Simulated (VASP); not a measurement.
Wanted: the native input for a VASP 6.6.1 run.

- Task: single point
- Functional: PBE
- Potentials or basis: VASP PAW PBE potentials, release 64 (Cu, H)
- Cutoff: 520 eV
- k mesh: 6 × 6 × 8
- Occupations: gaussian, width 0.1 eV
- Spin: no spin polarisation
- Dipole correction: no
- Further INCAR settings: ALGO = Normal; EDIFF = 1e-06; NBANDS = 14

The structure of CuH2 lies in POSCAR:

```
CuH2
1.0
    3.0095517165      0.0000000000      0.0000000000
   -1.5047758582      2.6063482405      0.0000000000
    0.0000000000      0.0000000000      2.4174990050
Cu H
1 2
Direct
    0.0000000000      0.0000000000      0.0000000000
    0.3333333333      0.6666666667      0.5000000000
    0.6666666667      0.3333333333      0.5000000000
```

One way to write it, as run:

INCAR

```
SYSTEM = CuH2
PREC     = Accurate       ! precision mode
ENCUT    = 520            ! plane-wave cutoff, eV
EDIFF    = 1E-6           ! SCF threshold, eV
ISMEAR   = 0              ! smearing method
SIGMA    = 0.1            ! smearing width, eV
LREAL    = .False.        ! projectors in reciprocal space
LASPH    = .True.         ! aspherical terms in the spheres
NELM     = 80             ! most SCF steps
ALGO     = Normal         ! electronic algorithm
ISIF     = 2              ! what is computed and relaxed
LWAVE    = .False.        ! write WAVECAR
LCHARG   = .False.        ! write CHGCAR
GGA      = PE             ! functional
NBANDS   = 14             ! bands
```

KPOINTS

```
Automatic mesh
0
Gamma
  6 6 8
  0 0 0
```

Potentials or basis: VASP PAW PBE potentials, release 64 (Cu, H).

Launch:

```sh
$ cat potpaw_PBE.64/Cu/POTCAR potpaw_PBE.64/H/POTCAR > POTCAR
$ mpirun -np 1 vasp_std > vasp.out
```

It gave:

| Property | Result |
| --- | --- |
| Pressure | 0.2 GPa |
| Band gap on the k mesh | zero (an odd number of electrons rules out a gap without spin polarisation) |

Caveat: the k points lie up to 0.40 Å⁻¹ apart, too coarse for converged energies and pressures of a metal.

Run time: 11 s on 1 thread of Intel Xeon 8259CL, on a shared host, peak memory 0.13 GiB.
